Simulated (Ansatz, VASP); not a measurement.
## CdSe in VASP and in Ansatz

```xyz
2
Lattice="0.0000 3.0039 3.0039 3.0039 0.0000 3.0039 3.0039 3.0039 0.0000" Properties=species:S:1:pos:R:3 pbc="T T T"
Cd    0.0000    0.0000    0.0000
Se    1.5019    1.5019    1.5019
```

Alike in both runs: functional LDA; k mesh 10 × 10 × 10; occupations gaussian, width 0.02 eV; no spin polarisation.

Ansatz relaxed the structure, and its values are those at the end. VASP's run is a single point on that final structure, the one shown.

```csv
,VASP,Ansatz
version,VASP 6.6.1,Ansatz 0.2.0
potentials or method,"VASP PAW LDA potentials, release 64 (Cd, Se), cutoff 500 eV","scalar-relativistic, plane waves, PAW"
valence electrons in the cell,18,36
```

VASP gave:

- gap on the k mesh at the Fermi level (eV): 0.44
- least direct gap on the mesh (eV): 0.44
- pressure (GPa): 0.5

Question: What did Ansatz give for the same quantities?

Answer: gap on the k mesh at the Fermi level (eV): 0.41; least direct gap on the mesh (eV): 0.41; pressure (GPa): 0.0.

Ansatz warns that its potentials were made for another functional, while VASP's fit it. LDA's correlation is that of Perdew and Zunger in VASP and of Perdew and Wang (1992) in Ansatz. VASP's potentials hold 18 valence electrons a cell and Ansatz's 36, so a difference there can come from the potentials and not from the codes.
